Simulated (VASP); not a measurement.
# InP: single point with r2SCAN

Crystal: InP.

```xyz
2
Lattice="0.0000 2.9028 2.9028 2.9028 0.0000 2.9028 2.9028 2.9028 0.0000" Properties=species:S:1:pos:R:3 pbc="T T T"
In    0.0000    0.0000    0.0000
P     4.3541    4.3541    4.3541
```

- Program: VASP 6.6.1
- Task: single point
- Functional: r2SCAN
- Potentials or basis: VASP PAW PBE potentials, release 64 (In_d, P)
- Cutoff: 550 eV
- k mesh: 8 × 8 × 8
- Occupations: gaussian, width 0.01 eV
- Spin: no spin polarisation

```yaml
Pressure: 3.9 GPa
Band_gap_on_the_k_mesh: 1.34 eV
```

Levels at points of the mesh, in eV from the valence-band top:
```
           k point  band 7  band 8  band 9  band 10  band 11  band 12
(0.00, 0.00, 0.00)    0.00    0.00    0.00     1.34     4.44     4.44
(0.50, 0.00, 0.00)   -6.04   -1.05   -1.05     1.94     5.16     5.16
(0.50, 0.50, 0.00)   -6.01   -2.51   -2.51     1.96     2.55    10.09
```

Wall time 27 s on 1 thread of Intel(R) Xeon(R) 6975P-C (Granite Rapids) (shared host), peak memory 0.19 GiB.

Caveat: the cell stands under pressure; the PAW data sets were made with another functional, which shifts forces and pressure a little; spin-orbit coupling is left out, which moves the levels of the heavy elements.
